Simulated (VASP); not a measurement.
HfO2:

```xyz
3
Lattice="0.0000 2.5744 2.5744 2.5744 0.0000 2.5744 2.5744 2.5744 0.0000" Properties=species:S:1:pos:R:3 pbc="T T T"
Hf    0.0000    0.0000    0.0000
O     3.8617    3.8617    3.8617
O     1.2872    1.2872    1.2872
```

This cell differs from its parent crystal: volume scaled by 1.02.

Base run:

* Program: VASP 6.6.1
* Functional: LDA
* Potentials or basis: VASP PAW LDA potentials, release 64 (Hf_pv, O)
* Cutoff: 520 eV
* k mesh: 9 × 9 × 9
* Occupations: fermi-dirac, width 0.05 eV
* Spin: no spin polarisation

Its results: band gap on the k mesh 3.58 eV, indirect (least direct gap 3.69 eV); pressure -23.1 GPa.

**Question.** The run is repeated on the same cell with these changes: functional from LDA to PBEsol; potentials or basis from VASP PAW LDA potentials, release 64 (Hf_pv, O) to VASP PAW PBE potentials, release 64 (Hf_pv, O). What comes out?

**Answer.** Band gap on the k mesh 3.66 eV, indirect (least direct gap 3.77 eV); pressure -17.6 GPa.

Caveats: spin-orbit coupling is left out, which moves the levels of the heavy elements; the PAW data sets were made with another functional, which shifts forces and pressure a little (some runs).

A k mesh can miss the band edges.
